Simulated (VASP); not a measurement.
A run of VASP 6.6.1 is set up as follows.

INCAR

```
PREC = Accurate
ENCUT = 520
EDIFF = 1E-6
ISMEAR = 0
SIGMA = 0.05
LREAL = F
LASPH = T
NELM = 150
ALGO = Normal
ISIF = 2
LWAVE = F
LCHARG = F
ISPIN = 2
MAGMOM = 0 0 0 0 0 0 2
LORBIT = 11
LDIPOL = T
IDIPOL = 3
DIPOL = 0.5 0.5 0.346
GGA = PE
NBANDS = 28
```

KPOINTS

```
Automatic mesh
0
Gamma
  9 9 1
```

File POSCAR:

```
Mg3SO3
1.0
    3.0085896345      0.0000000000      0.0000000000
    0.0000000000      3.0085896345      0.0000000000
    0.0000000000      0.0000000000     19.7799623498
Mg O S
3 3 1
Direct
    0.5000000000      0.5000000000      0.2022248541
    0.0000000000      0.0000000000      0.3100331121
    0.5000000000      0.5000000000      0.4161289127
    0.0000000000      0.0000000000      0.2022248541
    0.5000000000      0.5000000000      0.3095409237
    0.0000000000      0.0000000000      0.4186035445
    0.1250000000      0.5000000000      0.5616686621
```

Potentials or basis: VASP PAW PBE potentials, release 64 (Mg, O, S).

The run is started by

```sh
$ cat potpaw_PBE.64/Mg/POTCAR potpaw_PBE.64/O/POTCAR potpaw_PBE.64/S/POTCAR > POTCAR
$ mpirun -np 1 vasp_std > vasp.out
```

Q: What does it give for the site moments?

A: Mg +0.00, -0.00 (each value once); O +0.00, +0.01, +0.09; S +0.31 μB.

Q: Estimate the largest force.

A: 0.679 eV/Å.

Q: Estimate the net moment.

A: 0.62 μB per cell.

Forces on the atoms (eV/Å):
```
Mg   0.000  0.000  0.450
Mg   0.004  0.000 -0.029
Mg  -0.021  0.000  0.679
O    0.001  0.000 -0.430
O    0.006  0.000 -0.014
O   -0.027  0.000 -0.651
S    0.037  0.000 -0.004
```

Caveat: a moment this small can come from the mesh or the smearing.
